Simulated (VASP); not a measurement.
Here is a VASP 6.6.1 calculation.

Contents of INCAR:

```
SYSTEM = TiSn3O8
ALGO = Normal
EDIFF = 1E-6
ENCUT = 520
GGA = PE
ISIF = 2
ISMEAR = 0
LASPH = .True.
LCHARG = .False.
LREAL = .False.
LWAVE = .False.
NBANDS = 63
NELM = 100
PREC = Accurate
SIGMA = 0.02
```

The input KPOINTS:

```
k-points
0
Gamma
  6 6 4
  0 0 0
```

The input POSCAR:

```
TiSn3O8
1.0
    3.3756221682     -3.3811154644      0.0000000000
    3.3756221682      3.3811154644      0.0000000000
    0.0000000000      0.0000000000      6.3608320329
Ti Sn O
1 3 8
Direct
    0.0000000000      0.0000000000      0.0000000000
    0.0000000000      0.0000000000      0.5000000000
    0.5000000000      0.5000000000      0.2453262566
    0.5000000000      0.5000000000      0.7546737434
    0.7030294153      0.7030294153      0.0000000000
    0.6937742259      0.6937742259      0.5000000000
    0.8103870354      0.1896129646      0.2383581580
    0.8103870354      0.1896129646      0.7616418420
    0.2969705847      0.2969705847      0.0000000000
    0.3062257741      0.3062257741      0.5000000000
    0.1896129646      0.8103870354      0.2383581580
    0.1896129646      0.8103870354      0.7616418420
```

Potentials or basis: VASP PAW PBE potentials, release 64 (Ti_sv, Sn_d, O).

Run with:

```sh
$ cat potpaw_PBE.64/Ti_sv/POTCAR potpaw_PBE.64/Sn_d/POTCAR potpaw_PBE.64/O/POTCAR > POTCAR
$ mpirun -np 1 vasp_std > vasp.out
```

(1) Predict the band gap on the k mesh.

(2) Estimate the largest force.

(3) What does it give for the pressure?

Results:

(1) 1.73 eV (least direct gap 1.85 eV).

(2) 0.036 eV/Å.

(3) 0.6 GPa.

Caveat: spin-orbit coupling is left out, which moves the levels of the heavy elements.
